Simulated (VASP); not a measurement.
# Ba3Ir (P4/mmm) in VASP: notebook

The runs below take Ba3Ir through single point, with PBE.

All numbers are computed with VASP 6.6.1; they aren't measurements. Logs are shortened: lines on timing, memory, paths and dates and some standing lists are left out, and cuts for length are marked.

## Step 1: The cell of the first run

The structure is tetragonal, space group P4/mmm (No. 123). The conventional cell has a = 4.981 Å, b = 4.981 Å, c = 5.052 Å, α = 90.00°, β = 90.00°, γ = 90.00°. Within 4.6 Å of Ba (site symmetry 4/mmm) lie 4 Ir at 3.52 Å and 8 Ba at 3.55 Å. Ba (site symmetry mmm) has 8 Ba at 3.52 to 3.55 Å and 4 Ir at 3.55 Å within 4.6 Å. Ir (site symmetry 4/mmm) has 12 Ba at 3.52 to 3.55 Å within 4.6 Å.

## Step 2: Single point, PBE

Contents of INCAR:

```
ALGO = Normal
EDIFF = 1E-6
ENCUT = 520
GGA = PE
ISIF = 2
ISMEAR = 0
LASPH = T
LCHARG = F
LREAL = F
LWAVE = F
NBANDS = 28
NELM = 60
PREC = Accurate
SIGMA = 0.1
```

Contents of KPOINTS:

```
k-points
0
Gamma
  4 4 4
```

Contents of POSCAR:

```
Ba3Ir
1.0
    4.9814949700      0.0000000000      0.0000000000
    0.0000000000      4.9814949700      0.0000000000
    0.0000000000      0.0000000000      5.0518694400
Ba Ir
3 1
Direct
    0.5000000000      0.5000000000      0.0000000000
    0.0000000000      0.5000000000      0.5000000000
    0.5000000000      0.0000000000      0.5000000000
    0.0000000000      0.0000000000      0.0000000000
```

Potentials or basis: VASP PAW PBE potentials, release 64 (Ba_sv, Ir).

Started as:

```bash
> cat potpaw_PBE.64/Ba_sv/POTCAR potpaw_PBE.64/Ir/POTCAR > POTCAR
> mpirun -np 1 vasp_std > vasp.out
```

OUTCAR:

```text
EDIFF = 1E-6
   ENCUT = 520
   GGA = PE
   ISIF = 2
   ISMEAR = 0
   LASPH = T
   LREAL = F
   NELM = 60
   PREC = Accurate

 ion  position               nearest neighbor table
   1  0.500  0.500  0.000-   4 3.52   4 3.52   4 3.52   4 3.52   3 3.55   3 3.55   3 3.55   3 3.55
                             2 3.55   2 3.55   2 3.55   2 3.55
   2  0.000  0.500  0.500-   3 3.52   3 3.52   3 3.52   3 3.52   4 3.55   1 3.55   4 3.55   4 3.55
                             1 3.55   4 3.55   1 3.55   1 3.55
   3  0.500  0.000  0.500-   2 3.52   2 3.52   2 3.52   2 3.52   4 3.55   1 3.55   1 3.55   1 3.55
                             4 3.55   4 3.55   4 3.55   1 3.55
   4  0.000  0.000  0.000-   1 3.52   1 3.52   1 3.52   1 3.52   3 3.55   2 3.55   2 3.55   2 3.55
                             3 3.55   3 3.55   3 3.55   2 3.55

  LATTYP: Found a simple tetragonal cell.
 ALAT       =     4.9814949700
 C/A-ratio  =     1.0141271788

  Lattice vectors:

 A1 = (   4.9814949700,   0.0000000000,   0.0000000000)
 A2 = (   0.0000000000,   4.9814949700,   0.0000000000)
 A3 = (   0.0000000000,   0.0000000000,   5.0518694400)

Analysis of symmetry for initial positions (statically):
=====================================================================
 Subroutine PRICEL returns:
 Original cell was already a primitive cell.

 Routine SETGRP: Setting up the symmetry group for a
 simple tetragonal supercell.

 Subroutine GETGRP returns: Found 16 space group operations
 (whereof 16 operations were pure point group operations)
 out of a pool of 16 trial point group operations.

The static configuration has the point symmetry D_4h.

Analysis of symmetry for dynamics (positions and initial velocities):
=====================================================================
 Subroutine PRICEL returns:
 Original cell was already a primitive cell.

 Routine SETGRP: Setting up the symmetry group for a
 simple tetragonal supercell.

 Subroutine GETGRP returns: Found 16 space group operations
 (whereof 16 operations were pure point group operations)
 out of a pool of 16 trial point group operations.

The dynamic configuration has the point symmetry D_4h.

 Subroutine INISYM returns: Found 16 space group operations
 (whereof 16 operations are pure point group operations),
 and found     1 'primitive' translations

----------------------------------------------------------------------------------------

                                     Primitive cell

  volume of cell :     125.3636

  direct lattice vectors                    reciprocal lattice vectors
     4.981494970  0.000000000  0.000000000     0.200742951  0.000000000  0.000000000
     0.000000000  4.981494970  0.000000000     0.000000000  0.200742951  0.000000000
     0.000000000  0.000000000  5.051869440     0.000000000  0.000000000  0.197946525

  length of vectors
     4.981494970  4.981494970  5.051869440     0.200742951  0.200742951  0.197946525

  position of ions in fractional coordinates (direct lattice)
     0.500000000  0.500000000  0.000000000
     0.000000000  0.500000000  0.500000000
     0.500000000  0.000000000  0.500000000
     0.000000000  0.000000000  0.000000000

  ion indices of the primitive-cell ions
   primitive index   ion index
                 1           1
                 2           2
                 3           3
                 4           4

----------------------------------------------------------------------------------------

 KPOINTS: k-points

Automatic generation of k-mesh.
 Grid dimensions read from file:
 generate k-points for:    4    4    4

 Generating k-lattice:

  Cartesian coordinates                     Fractional coordinates (reciprocal lattice)
     0.050185738  0.000000000  0.000000000     0.250000000  0.000000000  0.000000000
     0.000000000  0.050185738  0.000000000     0.000000000  0.250000000  0.000000000
     0.000000000  0.000000000  0.049486631     0.000000000  0.000000000  0.250000000

  Length of vectors
     0.050185738  0.050185738  0.049486631

  Shift w.r.t. Gamma in fractional coordinates (k-lattice)
     0.000000000  0.000000000  0.000000000

 Subroutine IBZKPT returns following result:
 ===========================================

 Found     18 irreducible k-points:

 Following reciprocal coordinates:
            Coordinates               Weight
  0.000000  0.000000  0.000000      1.000000
  0.250000  0.000000  0.000000      4.000000
  0.500000  0.000000  0.000000      2.000000
  0.250000  0.250000  0.000000      4.000000
  0.500000  0.250000  0.000000      4.000000
  0.500000  0.500000  0.000000      1.000000
[... 10 lines left out ...]
  0.500000  0.250000  0.500000      4.000000
  0.500000  0.500000  0.500000      1.000000
   k-points           NKPTS =     18   k-points in BZ     NKDIM =     18   number of bands    NBANDS=     28
   number of dos      NEDOS =    301   number of ions     NIONS =      4
   total plane-waves  NPLWV =  64000
   dimension x,y,z NGX =    40 NGY =   40 NGZ =   40
   dimension x,y,z NGXF=    80 NGYF=   80 NGZF=   80
   ions per type =               3   1
   NGX,Y,Z   is equivalent  to a cutoff of  13.35, 13.35, 13.16 a.u.
   NGXF,Y,Z  is equivalent  to a cutoff of  26.70, 26.70, 26.33 a.u.
 SYSTEM =  unknown system
   PREC   = accura    normal or accurate (medium, high low for compatibility)
   ISTART =      0    job   : 0-new  1-cont  2-samecut
   ICHARG =      2    charge: 1-file 2-atom 10-const
   ISPIN  =      1    spin polarized calculation?
   LNONCOLLINEAR =      F non collinear calculations
   LSORBIT =      F    spin-orbit coupling
   LASPH  =      T    aspherical Exc in radial PAW
   ENCUT  =  520.0 eV  38.22 Ry    6.18 a.u.   9.26  9.26  9.39*2*pi/ulx,y,z
   NELM   =     60;   NELMIN=  2; NELMDL= -5     # of ELM steps
   EDIFF  = 0.1E-05   stopping-criterion for ELM
   LREAL  =      F    real-space projection
   EDIFFG = 0.1E-04   stopping-criterion for IOM
   NSW    =      0    number of steps for IOM
   IBRION =     -1    ionic relax: 0-MD 1-quasi-New 2-CG
   NFREE  =      0    steps in history (QN), initial steepest desc. (CG)
   ISIF   =      2    stress and relaxation
   ISYM   =      2    0-nonsym 1-usesym 2-fastsym
   POTIM  = 0.5000    time-step for ionic-motion
   TEBEG  =    0.0;   TEEND  =   0.0 temperature during run
   PSTRESS=    0.0 pullay stress
   NELECT =      39.0000    total number of electrons
   NUPDOWN=      -1.0000    fix difference up-down
   EMIN   =  10.00;   EMAX   =-10.00  energy-range for DOS
   EFERMI =   0.00;   METHOD = LEGACY
   ISMEAR =     0;   SIGMA  =   0.10  broadening in eV -4-tet -1-fermi 0-gaus
   EFERMI_NEDOS =   21; number of points for ismear=-14 and -15
   IALGO  =     38    algorithm
   IMIX   =      4    mixing-type and parameters
     AMIX     =   0.40;   BMIX     =  1.00
     AMIX_MAG =   1.60;   BMIX_MAG =  1.00
  volume/ion in A,a.u.               =      31.34       211.50
  Fermi-wavevector in a.u.,A,eV,Ry     =   1.109275  2.096226 16.741845  1.230491
  Thomas-Fermi vector in A             =   2.245812
   LORBIT       =      0    0 simple, 1 ext, 2 COOP (PROOUT), +10 PAW based schemes
   GGA     = PE    functional components
   LHFCALC =     F    Hartree Fock is set to
   AEXX    =    0.0000 exact exchange contribution
   IVDW    =     0    specifies the selected vdW correction
   LEPSILON=     F    determine dielectric tensor
   LRPA    =     F    only Hartree local field effects (RPA)
 non-spin polarized calculation
 Gauss-broadening in eV      SIGMA  =   0.10
  energy-cutoff  :      520.00
  volume of cell :      125.36
 maximum number of plane-waves:      3398
 NGX is ok and might be reduce to    40
   NGX = 19   NGY = 19   NGZ = 19

 number of electron      39.0000001 magnetization

 Free energy of the ion-electron system (eV)
  ---------------------------------------------------
  ext. energy  EPLUGINS =         0.00000000
  ---------------------------------------------------
  free energy    TOTEN  =       -12.94130072 eV

  energy without entropy =      -12.91626502  energy(sigma->0) =      -12.92878287

 E-fermi :   4.4678     XC(G=0):  -9.8950

 val. band max:        4.4370335804   @ k =   0.5000   0.2500   0.2500
 cond. band min:       4.4691316316   @ k =   0.2500   0.0000   0.2500
 fundamental gap:      0.0320980511
 Fermi energy:         4.4677899775

 k-point     1 :       0.0000    0.0000    0.0000
  band No.  band energies     occupation
      1     -24.2946      2.00000
      2     -23.7027      2.00000
      3     -23.6966      2.00000
      4     -10.3237      2.00000
      5     -10.3168      2.00000
      6     -10.3168      2.00000
[... 20 lines left out ...]
     27       8.3505      0.00000
     28       9.6387      0.00000

 k-point     2 :       0.2500    0.0000    0.0000
  band No.  band energies     occupation
      1     -24.2199      2.00000
      2     -23.7826      2.00000
      3     -23.6959      2.00000
      4     -10.1860      2.00000
      5     -10.1728      2.00000
      6     -10.1031      2.00000
[... 20 lines left out ...]
     27       7.5716      0.00000
     28       9.0824      0.00000

 k-point     3 :       0.5000    0.0000    0.0000
  band No.  band energies     occupation
      1     -24.0923      2.00000
      2     -23.9168      2.00000
      3     -23.6940      2.00000
      4      -9.9910      2.00000
      5      -9.9639      2.00000
      6      -9.5151      2.00000
[... 20 lines left out ...]
     27       7.4569      0.00000
     28       7.6633      0.00000

 k-point     4 :       0.2500    0.2500    0.0000
  band No.  band energies     occupation
      1     -24.1535      2.00000
      2     -23.8085      2.00000
      3     -23.7376      2.00000
      4     -10.3366      2.00000
      5     -10.0375      2.00000
      6      -9.6893      2.00000
[... 20 lines left out ...]
     27       7.6526      0.00000
     28       8.5655      0.00000

 k-point     5 :       0.5000    0.2500    0.0000
  band No.  band energies     occupation
      1     -24.0349      2.00000
      2     -23.9135      2.00000
      3     -23.7521      2.00000
      4     -10.2221      2.00000
      5      -9.9673      2.00000
      6      -9.8124      2.00000
[... 20 lines left out ...]
     27       7.5807      0.00000
     28       7.6712      0.00000

 k-point     6 :       0.5000    0.5000    0.0000
  band No.  band energies     occupation
      1     -23.9102      2.00000
      2     -23.9102      2.00000
      3     -23.8776      2.00000
      4     -10.3774      2.00000
      5     -10.2195      2.00000
      6      -9.4287      2.00000
[... 277 lines left out ...]
      5     -10.1507      2.00000
      6      -9.4503      2.00000
[... 20 lines left out ...]
     27       7.4691      0.00000
     28       7.9053      0.00000

 k-point    16 :       0.2500    0.2500    0.5000
  band No.  band energies     occupation
      1     -24.0169      2.00000
      2     -23.8752      2.00000
      3     -23.8046      2.00000
      4     -10.6218      2.00000
      5      -9.9376      2.00000
      6      -9.8058      2.00000
[... 20 lines left out ...]
     27       6.4683      0.00000
     28       8.0883      0.00000

 k-point    17 :       0.5000    0.2500    0.5000
  band No.  band energies     occupation
      1     -23.9102      2.00000
      2     -23.9085      2.00000
      3     -23.8723      2.00000
      4     -10.8215      2.00000
      5     -10.1234      2.00000
      6      -9.9127      2.00000
[... 20 lines left out ...]
     27       7.0604      0.00000
     28       7.2945      0.00000

 k-point    18 :       0.5000    0.5000    0.5000
  band No.  band energies     occupation
      1     -23.9058      2.00000
      2     -23.9058      2.00000
      3     -23.8698      2.00000
      4     -11.1158      2.00000
      5     -10.1696      2.00000
      6     -10.0957      2.00000
[... 20 lines left out ...]
     27       7.0339      0.00000
     28       8.8135      0.00000

------------------------ aborting loop because EDIFF is reached ----------------------------------------

  FORCE on cell =-STRESS in cart. coord.  units (eV):
  Direction    XX          YY          ZZ          XY          YZ          ZX
  --------------------------------------------------------------------------------------
  -------------------------------------------------------------------------------------
  Total        3.7210382      3.7210382      3.3699624      0.0000000      0.0000000      0.0000000
  in kB       47.5557679     47.5557679     43.0689339      0.0000000      0.0000000      0.0000000
  external PRESSURE =      46.0601566 kB  Pullay stress =       0.0000000 kB

 VOLUME and BASIS-vectors are now :
 -----------------------------------------------------------------------------
  energy-cutoff  :      520.00
  volume of cell :      125.36
      direct lattice vectors                 reciprocal lattice vectors
     4.981494970  0.000000000  0.000000000     0.200742951  0.000000000  0.000000000
     0.000000000  4.981494970  0.000000000     0.000000000  0.200742951  0.000000000
     0.000000000  0.000000000  5.051869440     0.000000000  0.000000000  0.197946525

 POSITION                                       TOTAL-FORCE (eV/Angst)
 -----------------------------------------------------------------------------------
      2.49075      2.49075      0.00000         0.000000      0.000000      0.000000
      0.00000      2.49075      2.52593         0.000000      0.000000      0.000000
      2.49075      0.00000      2.52593         0.000000      0.000000      0.000000
      0.00000      0.00000      0.00000         0.000000      0.000000      0.000000
 -----------------------------------------------------------------------------------
    total drift:                                0.000000     -0.000000     -0.000000

  FREE ENERGIE OF THE ION-ELECTRON SYSTEM (eV)
  ---------------------------------------------------
  free  energy   TOTEN  =       -12.9413007189 eV

  energy  without entropy=      -12.9162650184  energy(sigma->0) =      -12.92878287
```

It took 31 s on 1 thread of Intel Xeon 6975P-C (Granite Rapids), shared host; peak memory 0.26 GiB.

What came out:

```yaml
Free_energy: -12.9413 eV
Pressure: 4.6 GPa
```

Levels at points of the mesh, in eV from the Fermi level:
```
           k point  band 16  band 17  band 18  band 19  band 20  band 21  band 22  band 23
(0.00, 0.00, 0.00)    -2.48    -2.25    -2.25    -2.23     0.46     0.52     0.52     1.56
(0.50, 0.00, 0.00)    -1.49    -1.28    -1.26    -1.24    -0.68    -0.06     0.51     0.61
(0.50, 0.50, 0.00)    -1.31    -1.31    -1.11    -0.38     0.14     0.14     0.71     0.71
(0.00, 0.00, 0.50)    -1.54    -1.29    -1.29    -1.26    -0.76    -0.08     0.58     0.58
(0.50, 0.00, 0.50)    -1.30    -1.29    -1.13    -0.27     0.09     0.10     0.65     0.70
(0.50, 0.50, 0.50)    -2.13    -1.35    -1.30     0.15     0.29     0.29     2.06     2.06
```

Caveat: spin-orbit coupling is left out, which moves the levels of the heavy elements.

## Step 3: Single point, PBE

Contents of INCAR:

```
ALGO = Normal
EDIFF = 1E-6
ENCUT = 500
GGA = PE
GGA_COMPAT = F
ISIF = 2
ISMEAR = 0
LASPH = T
LCHARG = F
LREAL = F
LWAVE = F
NBANDS = 32
NELM = 120
PREC = Accurate
SIGMA = 0.1
```

KPOINTS is that of step 2.

POSCAR is that of step 2.

Potentials or basis: VASP PAW PBE potentials, release 64 (Ba_sv, Ir_sv_GW).

Started as:

```bash
> cat potpaw_PBE.64/Ba_sv/POTCAR potpaw_PBE.64/Ir_sv_GW/POTCAR > POTCAR
> mpirun -np 1 vasp_std > vasp.out
```

It took 72 s on 1 thread of Intel Xeon Platinum 8488C (Sapphire Rapids), shared host; peak memory 0.25 GiB.

It converged, with:

```
Free energy : -13.4667 eV
Pressure    : 4.3 GPa
```

Stress tensor (GPa, compression positive):
```
4.43 0.00 0.00
0.00 4.43 0.00
0.00 0.00 3.98
```

Levels at points of the mesh, in eV from the Fermi level:
```
           k point  band 20  band 21  band 22  band 23  band 24  band 25  band 26  band 27
(0.00, 0.00, 0.00)    -2.48    -2.25    -2.25    -2.23     0.46     0.52     0.52     1.56
(0.50, 0.00, 0.00)    -1.49    -1.29    -1.27    -1.24    -0.68    -0.06     0.51     0.61
(0.50, 0.50, 0.00)    -1.31    -1.31    -1.12    -0.38     0.14     0.14     0.70     0.70
(0.00, 0.00, 0.50)    -1.54    -1.29    -1.29    -1.27    -0.76    -0.09     0.57     0.57
(0.50, 0.00, 0.50)    -1.31    -1.29    -1.13    -0.27     0.09     0.10     0.65     0.70
(0.50, 0.50, 0.50)    -2.13    -1.35    -1.31     0.15     0.29     0.29     2.06     2.06
```

Caveat: spin-orbit coupling is left out, which moves the levels of the heavy elements.
